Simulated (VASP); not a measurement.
CoSi2, 3 atoms in the cell. It takes space group P6/mmm (No. 191, hexagonal). Conventional cell: a = 4.145 Å, b = 4.145 Å, c = 2.492 Å, α = 90.00°, β = 90.00°, γ = 120.00°. Co (site symmetry 6/mmm) has 2 Co at 2.49 Å and 12 Si at 2.70 Å within 3.3 Å. Within 3.2 Å of Si (site symmetry -6m2) lie 5 Si at 2.39 to 2.49 Å and 6 Co at 2.70 Å. 

| Item | Value |
| --- | --- |
| Program | VASP 6.6.1 |
| Task | relaxation of shape and atoms at fixed volume |
| Functional | PBEsol |
| Potentials or basis | VASP PAW PBE potentials, release 64 (Co, Si) |
| Cutoff | 600 eV |
| k mesh | 10 × 10 × 12 |
| Occupations | gaussian, width 0.05 eV |
| Spin | collinear spin |
| Starting moments | [0.05, 0.0, 0.0] μB |
| Dipole correction | no |
| Further INCAR settings | ALGO = Normal; EDIFF = 1e-06; IBRION = 2; EDIFFG = -0.01; NSW = 60; ISIF = 4 |

Potentials or basis: VASP PAW PBE potentials, release 64 (Co, Si).

The run is started by

```bash
$ cat potpaw_PBE.64/Co/POTCAR potpaw_PBE.64/Si/POTCAR > POTCAR
$ mpirun -np 1 vasp_std > vasp.out
```

Hardware: 1 thread of Intel(R) Xeon(R) 6975P-C (Granite Rapids), with other jobs on the host.

**Question.** How long does it take, and how much memory?

**Answer.** It took 76 s on 1 thread of Intel(R) Xeon(R) 6975P-C (Granite Rapids), on a shared host, peak memory 0.24 GiB. Counts: scf iterations 29, k points 98, ion steps 2.
